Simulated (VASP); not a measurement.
# GaPt12 in VASP: single point with PBEsol

Aim: the single point of GaPt12 with PBEsol.

Program: VASP 6.6.1. These are calculated values, not measurements. Logs are shortened: lines on timing, memory, paths and dates and some standing lists are left out, and cuts for length are marked.

## 1. The cell of the first run

The cell holds a slab with vacuum, 13 atoms: a = 5.544 Å, b = 5.544 Å, c = 16.526 Å, α = 90.00°, β = 90.00°, γ = 60.00°.

## 2. Single point, PBEsol

INCAR

```
PREC = Accurate
ENCUT = 520
EDIFF = 1E-7
ISMEAR = -1
SIGMA = 0.15
LREAL = False
LASPH = True
NELM = 80
ALGO = Normal
ISIF = 2
LWAVE = False
LCHARG = False
GGA = PS
NBANDS = 78
```

KPOINTS

```
Automatic mesh
0
Gamma
  3 3 1
```

POSCAR

```
GaPt12
1.0
    5.5437170000      0.0000000000      0.0000000000
    2.7718590000      4.8010000000      0.0000000000
    0.0000000000      0.0000000000     16.5264260000
Pt Ga
12 1
Direct
    0.1666667000      0.1666667000      0.0605092000
    0.6666667000      0.1666667000      0.0605092000
    0.1666667000      0.6666667000      0.0605092000
    0.6666667000      0.6666667000      0.0605092000
   -0.1665533199      0.3331931965      0.1976355639
    0.3331196568      0.3331932955      0.1976347984
   -0.1667877856      0.8333051448      0.1965123481
    0.3331208020      0.8335176089      0.1976368131
   -0.0028041038     -0.0027089059      0.3368686788
    0.5050990153     -0.0026801334      0.3368773121
   -0.0027913534      0.5052257046      0.3368707512
    0.4998352636      0.4999432658      0.3348741430
    0.1663201045      0.1666352626      0.4510462622
```

Potentials or basis: VASP PAW PBE potentials, release 64 (Pt, Ga_d).

Run with:

```bash
$ cat potpaw_PBE.64/Pt/POTCAR potpaw_PBE.64/Ga_d/POTCAR > POTCAR
$ mpirun -np 1 vasp_std > vasp.out
```

OUTCAR:

```text
PREC = Accurate
   ENCUT = 520
   EDIFF = 1E-7
   ISMEAR = -1
   LREAL = False
   LASPH = True
   NELM = 80
   ISIF = 2
   GGA = PS

 ion  position               nearest neighbor table
   1  0.167  0.167  0.061-   4 2.77   4 2.77   2 2.77   2 2.77   3 2.77   3 2.77   6 2.77   8 2.77
                             5 2.77
   2  0.667  0.167  0.061-   7 2.76   3 2.77   3 2.77   1 2.77   1 2.77   4 2.77   4 2.77   5 2.77
                             6 2.77
   3  0.167  0.667  0.061-   7 2.76   2 2.77   2 2.77   4 2.77   4 2.77   1 2.77   1 2.77   8 2.77
                             6 2.77
   4  0.667  0.667  0.061-   7 2.76   1 2.77   1 2.77   3 2.77   3 2.77   2 2.77   2 2.77   5 2.77
                             8 2.77
   5  0.833  0.333  0.198-   6 2.77   8 2.77   7 2.77   7 2.77   8 2.77   6 2.77   1 2.77   2 2.77
                             4 2.77  12 2.78  11 2.81   9 2.81
   6  0.333  0.333  0.198-   5 2.77   8 2.77   7 2.77   7 2.77   1 2.77   8 2.77   5 2.77   3 2.77
                             2 2.77  12 2.78  10 2.81  11 2.81
   7  0.833  0.833  0.197-   4 2.76   2 2.76   3 2.76   8 2.77   6 2.77   5 2.77   5 2.77   6 2.77
                             8 2.77   9 2.80  11 2.80  10 2.80
   8  0.333  0.834  0.198-   5 2.77   6 2.77   7 2.77   7 2.77   6 2.77   5 2.77   1 2.77   3 2.77
                             4 2.77  12 2.78  10 2.81   9 2.81
   9  0.997  0.997  0.337-  13 2.49  11 2.73  10 2.73  12 2.77  12 2.77   7 2.80   5 2.81   8 2.81
                            10 2.82  11 2.82
  10  0.505  0.997  0.337-  13 2.49   9 2.73  11 2.73  12 2.77  12 2.77   7 2.80   8 2.81   6 2.81
                            11 2.82   9 2.82
  11  0.997  0.505  0.337-  13 2.49   9 2.73  10 2.73  12 2.77  12 2.77   7 2.80   5 2.81   6 2.81
                            10 2.82   9 2.82
  12  0.500  0.500  0.335-  11 2.77  10 2.77   9 2.77   9 2.77  10 2.77  11 2.77   6 2.78   8 2.78
                             5 2.78
  13  0.166  0.167  0.451-   9 2.49  11 2.49  10 2.49

  LATTYP: Found a hexagonal cell.
 ALAT       =     5.5437174636
 C/A-ratio  =     2.9811089957

  Lattice vectors:

 A1 = (  -2.7718590000,  -4.8010000000,   0.0000000000)
 A2 = (   5.5437170000,   0.0000000000,   0.0000000000)
 A3 = (   0.0000000000,   0.0000000000,  16.5264260000)

Analysis of symmetry for initial positions (statically):
=====================================================================
 Subroutine PRICEL returns:
 Original cell was already a primitive cell.

 Routine SETGRP: Setting up the symmetry group for a
 hexagonal supercell.

 Subroutine GETGRP returns: Found  1 space group operations
 (whereof  1 operations were pure point group operations)
 out of a pool of 24 trial point group operations.

The static configuration has the point symmetry C_1 .
[... 131 lines left out ...]
   EFERMI_NEDOS =   21; number of points for ismear=-14 and -15
   IALGO  =     38    algorithm
   IMIX   =      4    mixing-type and parameters
     AMIX     =   0.40;   BMIX     =  1.00
     AMIX_MAG =   1.60;   BMIX_MAG =  1.00
  volume/ion in A,a.u.               =      33.84       228.33
  Fermi-wavevector in a.u.,A,eV,Ry     =   1.098807  2.076444 16.427364  1.207377
  Thomas-Fermi vector in A             =   2.235191
   LORBIT       =      0    0 simple, 1 ext, 2 COOP (PROOUT), +10 PAW based schemes
   GGA     = PS    functional components
   LHFCALC =     F    Hartree Fock is set to
   AEXX    =    0.0000 exact exchange contribution
   IVDW    =     0    specifies the selected vdW correction
   LEPSILON=     F    determine dielectric tensor
   LRPA    =     F    only Hartree local field effects (RPA)
 non-spin polarized calculation
  energy-cutoff  :      520.00
  volume of cell :      439.86
 maximum number of plane-waves:     11863
 NGX is ok and might be reduce to    42
   NGX = 21   NGY = 21   NGZ = 61

 number of electron     133.0000019 magnetization

 Free energy of the ion-electron system (eV)
  ---------------------------------------------------
  ext. energy  EPLUGINS =         0.00000000
  ---------------------------------------------------
  free energy    TOTEN  =       -83.29034446 eV

  energy without entropy =      -81.99043988  energy(sigma->0) =      -82.64039217

 E-fermi :   1.7640     XC(G=0):  -7.2050

 val. band max:        1.7329580982   @ k =   0.3333  -0.0000   0.0000
 cond. band min:       1.8191532432   @ k =   0.3333   0.3333   0.0000
 fundamental gap:      0.0861951451
 Fermi energy:         1.7640197116

 k-point     1 :       0.0000    0.0000    0.0000
  band No.  band energies     occupation
      1     -12.5067      2.00000
      2     -12.5066      2.00000
      3     -12.4929      2.00000
      4     -12.4346      2.00000
      5     -12.4346      2.00000
      6      -7.6230      2.00000
[... 394 lines left out ...]
     77       5.6952      0.00000
     78       6.7399      0.00000

------------------------ aborting loop because EDIFF is reached ----------------------------------------

  FORCE on cell =-STRESS in cart. coord.  units (eV):
  Direction    XX          YY          ZZ          XY          YZ          ZX
  --------------------------------------------------------------------------------------
  -------------------------------------------------------------------------------------
  Total      -17.2809633    -17.2814328     -0.3804630      0.0042735      0.0013419      0.0114112
  in kB      -62.9458103    -62.9475207     -1.3858343      0.0155663      0.0048880      0.0415653
  external PRESSURE =     -42.4263884 kB  Pullay stress =       0.0000000 kB

 VOLUME and BASIS-vectors are now :
 -----------------------------------------------------------------------------
  energy-cutoff  :      520.00
  volume of cell :      439.86
      direct lattice vectors                 reciprocal lattice vectors
     5.543717000  0.000000000  0.000000000     0.180384388 -0.104144989  0.000000000
     2.771859000  4.801000000  0.000000000     0.000000000  0.208289940  0.000000000
     0.000000000  0.000000000 16.526426000     0.000000000  0.000000000  0.060509151

 POSITION                                       TOTAL-FORCE (eV/Angst)
 -----------------------------------------------------------------------------------
      1.38593      0.80017      1.00000        -0.000637     -0.000167      0.192657
      4.15779      0.80017      1.00000        -0.000466      0.080003     -0.046433
      2.77186      3.20067      1.00000         0.068745     -0.040033     -0.045977
      5.54372      3.20067      1.00000        -0.070107     -0.040280     -0.046758
      5.54396      1.59966      3.26621         0.000904     -0.000411     -0.000404
      2.77029      1.59966      3.26620        -0.000500     -0.000309     -0.000202
      6.92890      4.00070      3.24765         0.001052      0.000002     -0.005129
      4.15712      4.00172      3.26623         0.000121      0.000946     -0.000534
      8.29252      4.78799      5.56724        -0.010397     -0.005508     -0.017928
      5.56456      4.78813      5.56738         0.009432     -0.005795     -0.016796
      6.92866      2.42559      5.56727        -0.000717      0.011617     -0.017326
      4.15672      2.40023      5.53427         0.000508      0.000100     -0.011234
      1.38392      0.80002      7.45418         0.002064     -0.000166      0.016065
 -----------------------------------------------------------------------------------
    total drift:                                0.000051      0.000006     -0.001511

  FREE ENERGIE OF THE ION-ELECTRON SYSTEM (eV)
  ---------------------------------------------------
  free  energy   TOTEN  =       -83.2903444639 eV

  energy  without entropy=      -81.9904398754  energy(sigma->0) =      -82.64039217
```

OSZICAR:

```text
N       E                     dE             d eps       ncg     rms          rms(c)
DAV:   1     0.109058060497E+04    0.10906E+04   -0.58301E+04   780   0.164E+03
DAV:   2     0.372489107473E+02   -0.10533E+04   -0.10115E+04   884   0.370E+02
DAV:   3    -0.788569485161E+02   -0.11611E+03   -0.10561E+03   926   0.113E+02
[... 23 lines left out ...]
DAV:  27    -0.832903425563E+02   -0.78061E-06   -0.11533E-07   584   0.163E-03    0.209E-03
DAV:  28    -0.832903436514E+02   -0.10950E-05   -0.15642E-07   582   0.180E-03    0.974E-04
DAV:  29    -0.832903443113E+02   -0.65994E-06   -0.11729E-07   598   0.109E-03    0.600E-04
DAV:  30    -0.832903444124E+02   -0.10108E-06   -0.22483E-08   508   0.625E-04    0.382E-04
DAV:  31    -0.832903444639E+02   -0.51494E-07   -0.12445E-08   462   0.417E-04
   1 F= -.83290344E+02 E0= -.82640392E+02  d E =-.129990E+01
```

It took 6.5 min on 1 thread of Intel Xeon Platinum 8488C (Sapphire Rapids), shared host; peak memory 0.57 GiB.

What came out:

```yaml
Free_energy: -83.2903 eV
Largest_force: 0.193 eV/Å
Band_gap_on_the_k_mesh: zero (an odd number of electrons rules out a gap without spin polarisation)
```

Forces on the atoms (eV/Å):
```
Pt  -0.001  0.000  0.193
Pt   0.000  0.080 -0.046
Pt   0.069 -0.040 -0.046
Pt  -0.070 -0.040 -0.047
Pt   0.001  0.000  0.000
Pt  -0.001  0.000  0.000
Pt   0.001  0.000 -0.005
Pt   0.000  0.001 -0.001
Pt  -0.010 -0.006 -0.018
Pt   0.009 -0.006 -0.017
Pt  -0.001  0.012 -0.017
Pt   0.001  0.000 -0.011
Ga   0.002  0.000  0.016
```

Caveat: the k points lie up to 0.44 Å⁻¹ apart, too coarse for converged energies and pressures of a metal; there is no dipole correction, which matters where the two faces differ; the PAW data sets were made with another functional, which shifts forces and pressure a little; spin-orbit coupling is left out, which moves the levels of the heavy elements.

The gap in the log of VASP goes by the Fermi energy; the results here count the filled bands.